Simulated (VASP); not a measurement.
A run of VASP 6.6.1 is set up as follows.

INCAR

```
SYSTEM = AlN
ALGO = Normal ; EDIFF = 1E-6
ENCUT = 520 ; GGA = PE
ISIF = 2 ; ISMEAR = 0
LASPH = .True. ; LCHARG = .True.
LELF = .True. ; LREAL = .False.
LVHAR = .True. ; LWAVE = .False.
NBANDS = 11 ; NELM = 80
PREC = Accurate ; SIGMA = 0.05
```

File KPOINTS:

```
k-points
0
Gamma
  14 14 14
  0 0 0
```

POSCAR

```
AlN
1.0
    0.0000000000      2.0347187458      2.0347187458
    2.0347187458      0.0000000000      2.0347187458
    2.0347187458      2.0347187458      0.0000000000
Al N
1 1
Direct
    0.0000000000      0.0000000000      0.0000000000
    0.5000000000      0.5000000000      0.5000000000
```

Potentials or basis: VASP PAW PBE potentials, release 64 (Al, N).

Command:

```bash
$ cat potpaw_PBE.64/Al/POTCAR potpaw_PBE.64/N/POTCAR > POTCAR
$ mpirun -np 1 vasp_std > vasp.out
```

Problem. What does it give for the pressure?

Solution. -0.1 GPa.

Problem. Estimate the band gap on the k mesh.

Solution. 4.42 eV, indirect (least direct gap 5.40 eV).

A k mesh can miss the band edges. Expect the measured gap to be larger: semilocal functionals such as PBE lack the derivative discontinuity.
